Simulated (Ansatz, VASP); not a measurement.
## One calculation of CoO, two programs

```
Co O
1.0
     0.06395    2.16347    2.16347
     2.16347    0.06395    2.16347
     2.16347    2.16347    0.06395
Co O
1 1
Direct
  0.00000 0.00000 0.00000
  0.50000 0.50000 0.50000
```

Change from the starting cell: equal xy, yz and zx shear strains of +3 %, PAW files.

Alike in both runs: task electric field gradients; functional PBE; k mesh 16 × 16 × 16; occupations fermi-dirac, width 0.05 eV; collinear spin.

|  | VASP | Ansatz |
| --- | --- | --- |
| version | VASP 6.6.1 | Ansatz 0.2.0 |
| potentials or method | VASP PAW PBE potentials, release 64 (Co, O) | PAW with Ansatz's default frozen-core files, scalar-relativistic |
| plane-wave cutoff (eV) | 520 | 420 |
| valence electrons in the cell | 15 | 23 |

```tsv
	VASP	Ansatz	Ansatz less VASP
pressure (GPa)	-2.5	-1.9	+0.57
traceless stress, the component that is largest in VASP (GPa)	0.43	0.51	+0.072
net moment per atom (μB)	1.45	1.47	+0.016
size of the moment on the site where the two differ most (μB)	2.56	2.50	-0.059
size of Vzz on the site where it differs most (V/Å²)	18.6	15.5	-3.03
```

Site moments also hang on the region over which each program counts them. The functional is the same, so the differences come from potentials, cutoffs and numerics. VASP's potentials hold 15 valence electrons a cell and Ansatz's 23, so a difference there can come from the potentials and not from the codes.
